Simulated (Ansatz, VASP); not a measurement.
Two plane-wave programs on Sr2P

The input INCAR:

```
  PREC = Accurate
  ENCUT = 520
  EDIFF = 1E-6
  ISMEAR = 0
  SIGMA = 0.1
  LREAL = F
  LASPH = T
  NELM = 60
  ALGO = Normal
  ISIF = 2
  LWAVE = F
  LCHARG = F
  GGA = PE
  NBANDS = 34
```

File KPOINTS:

```
Automatic mesh
0
Gamma
  4 4 4
```

POSCAR

```
Sr2P
1.0
    0.0000000000      5.0065013583      5.1809629767
    2.9014122126      0.0000000000      5.1809629767
    2.9014122126      5.0065013583      0.0000000000
Sr P
4 2
Direct
    0.0830000000      0.4170000000      0.0830000000
    0.4170000000      0.0830000000      0.4170000000
    0.1670000000      0.8330000000      0.1670000000
    0.8330000000      0.1670000000      0.8330000000
    0.7500000000      0.7500000000      0.7500000000
    0.5000000000      0.5000000000      0.5000000000
```

Input for Ansatz:

```yaml
crystal:
  lattice:
    - [0.0, 5.0065013583, 5.1809629767]
    - [2.9014122126, 0.0, 5.1809629767]
    - [2.9014122126, 5.0065013583, 0.0]
  atoms:
    - { symbol: Sr, position: [0.083, 0.417, 0.083] }
    - { symbol: Sr, position: [0.417, 0.083, 0.417] }
    - { symbol: Sr, position: [0.167, 0.833, 0.167] }
    - { symbol: Sr, position: [0.833, 0.167, 0.833] }
    - { symbol: P, position: [0.75, 0.75, 0.75] }
    - { symbol: P, position: [0.5, 0.5, 0.5] }
basis:
  ecutwfc: 420
kpoints:
  mp_grid: { grid: [4, 4, 4] }
hamiltonian:
  xc: pbe
scf:
  occupations: { method: gaussian, width: 0.1 }
  lower_state_search: "off"
output:
  forces: true
  stress: true
  eigenvalues: true
```

Alike in both runs: task single point; functional PBE; k mesh 4 × 4 × 4; occupations gaussian, width 0.1 eV; no spin polarisation.

|  | VASP | Ansatz |
| --- | --- | --- |
| version | VASP 6.6.1 | Ansatz 0.2.0 |
| potentials or method | VASP PAW PBE potentials, release 64 (Sr_sv, P), cutoff 520 eV | scalar-relativistic, plane waves, PAW |
| valence electrons in the cell | 50 | 50 |

Ansatz gave:

```
gap on the k mesh at the Fermi level (eV)                     : none
pressure (GPa)                                                : 6.5
traceless stress, the component that is largest in VASP (GPa) : 9.56
rms of the force components (eV/Å)                            : 0.349
```

Task: Which values does VASP return?

Result: gap on the k mesh at the Fermi level (eV): none; pressure (GPa): 6.8; traceless stress, the component that is largest in VASP (GPa): 9.65; rms of the force components (eV/Å): 0.349.

Atom by atom the forces differ by 0.001 eV/Å (rms over components). A gap of «none» marks a metal or a gap that the smearing closes.
